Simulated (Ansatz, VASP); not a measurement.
One calculation of P, two programs

INCAR

```
SYSTEM = P
PREC = Accurate
ENCUT = 600
EDIFF = 1E-6
ISMEAR = 0
SIGMA = 0.1
LREAL = .FALSE.
LASPH = .TRUE.
NELM = 100
ALGO = Normal
ISIF = 3
LWAVE = .FALSE.
LCHARG = .FALSE.
GGA = PE
IVDW = 12
IBRION = 2
NSW = 100
EDIFFG = -0.005
```

The input KPOINTS:

```
regular mesh
0
G
  18 18 18
  0 0 0
```

The input POSCAR:

```
P
1.0
   -1.7030691521      2.4295863910      1.7290990506
    1.7030691521     -2.4295863910      1.7290990506
    1.7030691521      2.4295863910     -1.7290990506
P
2
Direct
    0.7767807398      0.0267807398      0.7500000000
    0.2232192602      0.9732192602      0.2500000000
```

Input for Ansatz:

```yaml
crystal:
  lattice:
    - [-1.703069118, 2.4295866007, 1.7290996765]
    - [1.703069118, -2.4295866007, 1.7290996765]
    - [1.703069118, 2.4295866007, -1.7290996765]
  atoms:
    - { symbol: P, position: [0.7767809192, 0.0267809192, 0.75] }
    - { symbol: P, position: [0.2232190808, 0.9732190808, 0.25] }
basis:
  ecutwfc: 420
kpoints:
  mp_grid: { grid: [18, 18, 18] }
hamiltonian:
  xc: pbe
  dispersion: d3bj
scf:
  occupations: { method: gaussian, width: 0.1 }
output:
  forces: true
  stress: true
  eigenvalues: true
relax:
  adjacent_minimum: "off"
  f_tol: 0.005
  max_steps: 80
  cell: { stress_tol: 0.05 }
```

Alike in both runs: task relaxation of cell and atoms; functional PBE; dispersion D3(BJ); k mesh 18 × 18 × 18; occupations gaussian, width 0.1 eV; no spin polarisation.

|  | VASP | Ansatz |
| --- | --- | --- |
| version | VASP 6.6.1 | Ansatz 0.2.0 |
| potentials or method | VASP PAW PBE potentials, release 64 (P), cutoff 600 eV | scalar-relativistic, plane waves, PAW |
| valence electrons in the cell | 10 | 10 |

|  | VASP | Ansatz | Ansatz less VASP |
| --- | --- | --- | --- |
| gap on the k mesh at the Fermi level, each at its own relaxed structure (eV) | none | none | - |
| relaxed volume (Å³/atom) | 14.28 | 14.23 | -0.046 |
| relaxed length of the cell vector where the two differ most in proportion (Å) | 3.431 | 3.428 | -0.0038 |

A gap of «none» marks a metal or a gap that the smearing closes.
